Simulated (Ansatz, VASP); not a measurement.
## One calculation of NiO2, two programs

```xyz
3
Lattice="2.7754 0.0000 0.0000 -1.3877 2.4035 0.0000 0.0000 0.0000 4.6134" Properties=species:S:1:pos:R:3 pbc="T T T"
Ni    0.0000    0.0000    2.3067
O     1.3877    0.8012    3.2458
O     0.0000    1.6024    1.3676
```

Alike in both runs: functional r2SCAN; k mesh 6 × 6 × 4; occupations gaussian, width 0.1 eV; no spin polarisation.

Ansatz relaxed the structure, and its values are those at the end. VASP's run is a single point on that final structure, the one shown.

```csv
,VASP,Ansatz
version,VASP 6.6.1,Ansatz 0.2.0
potentials or method,"VASP PAW PBE potentials, release 64 (Ni_sv_GW, O), cutoff 770 eV","scalar-relativistic, plane waves, PAW"
valence electrons in the cell,30,30
```

Ansatz gave:

| Item | Value |
| --- | --- |
| gap on the k mesh at the Fermi level (eV) | 1.57 |
| least direct gap on the mesh (eV) | 1.99 |
| pressure (GPa) | 0.2 |
| rms of the force components (eV/Å) | 0.005 |

Which values does VASP return?

gap on the k mesh at the Fermi level (eV): 1.55; least direct gap on the mesh (eV): 1.97; pressure (GPa): 0.8; rms of the force components (eV/Å): 0.033.

VASP's potentials were made for PBE, not for r2SCAN.

The k mesh is coarse, so the values compare programs but aren't converged.
